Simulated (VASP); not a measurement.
Set up this calculation in VASP 6.6.1, as the native input.

```yaml
Task: relaxation of cell and atoms
Functional: LDA
Potentials_or_basis: VASP PAW LDA potentials, release 64 (Sc_sv, B)
Cutoff: 600 eV
k_mesh: 15 × 15 × 12
Occupations: gaussian, width 0.1 eV
Spin: no spin polarisation
Dipole_correction: no
Further_INCAR_settings: ALGO = Normal; EDIFF = 1e-06; IBRION = 2; EDIFFG = -0.005; NSW = 70; ISIF = 3
```

The structure of ScB2 lies in POSCAR:

```
ScB2
1.0
    3.1431857115      0.0000000000      0.0000000000
   -1.5715928557      2.7220786750      0.0000000000
    0.0000000000      0.0000000000      3.5221639689
Sc B
1 2
Direct
    0.0000000000      0.0000000000      0.0000000000
    0.3333333333      0.6666666667      0.5000000000
    0.6666666667      0.3333333333      0.5000000000
```

One way to write it, as run:

INCAR

```
SYSTEM = ScB2
ALGO = Normal
EDIFF = 1E-6
EDIFFG = -0.005
ENCUT = 600
IBRION = 2
ISIF = 3
ISMEAR = 0
LASPH = .True.
LCHARG = .False.
LREAL = .False.
LWAVE = .False.
NELM = 100
NSW = 70
PREC = Accurate
SIGMA = 0.1
```

KPOINTS

```
k-points
0
Gamma
  15 15 12
  0 0 0
```

Potentials or basis: VASP PAW LDA potentials, release 64 (Sc_sv, B).

Run with:

```console
$ cat potpaw_LDA.64/Sc_sv/POTCAR potpaw_LDA.64/B/POTCAR > POTCAR
$ mpirun -np 1 vasp_std > vasp.out
```

Results of the run:

* Relaxed volume: 9.62 Å³/atom
* Relaxed cell: a = 3.102 Å, b = 3.102 Å, c = 3.461 Å, α = 90.00°, β = 90.00°, γ = 120.00°
* Space group after relaxing (to 0.05 Å): P6/mmm (No. 191)
* Energy gained by relaxing: 11.7 meV/atom
* Ionic steps: 10
* Pressure after relaxing: 0.0 GPa

Wall time 2.4 min on 1 thread of Intel(R) Xeon(R) 6975P-C (Granite Rapids), on a shared host, peak memory 0.22 GiB.
